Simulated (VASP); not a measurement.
Runs of VASP 6.6.1 on CuI. The structure is that of space group F-43m (No. 216), or close to it. The cells are those of the table. 

```csv
level,cell,k mesh,gap on the mesh (eV),pressure (GPa)
PBE,"a = 4.384 Å, angles 60.0°, 2 atoms",6 × 6 × 6,0.98,-1.7
r2SCAN,"a = 4.173 Å, angles 60.0°, 2 atoms",6 × 6 × 6,1.87,3.1
r2SCAN,"a = 4.343 Å, angles 60.0°, 2 atoms",6 × 6 × 6,(a),-2.3
PBE,"a = 4.342 Å, angles 60.0°, 2 atoms",6 × 6 × 6,1.05,-0.7
r2SCAN,"a = 4.260 Å, angles 60.0°, 2 atoms",8 × 8 × 8,1.67,-0.1
r2SCAN,"a = 4.217 Å, angles 60.0°, 2 atoms",6 × 6 × 6,(b),1.4
PBE,"a = 4.212 Å, angles 60.0°, 2 atoms",6 × 6 × 6,1.29,2.8
r2SCAN,"a = 4.302 Å, angles 60.0°, 2 atoms",6 × 6 × 6,1.58,-1.2
```

Alike in all rows: task single point; potentials or basis VASP PAW PBE potentials, release 64 (Cu, I); no spin polarisation; cutoff (eV) 520; smearing gaussian 0.01 eV.

Question: Estimate the missing entries.

Answer: (a) 1.51; (b) 1.77.

Caveats: spin-orbit coupling is left out, which moves the levels of the heavy elements; the PAW data sets were made with another functional, which shifts forces and pressure a little (some runs).

A k mesh can miss the band edges, and the runs leave out spin-orbit coupling on I.
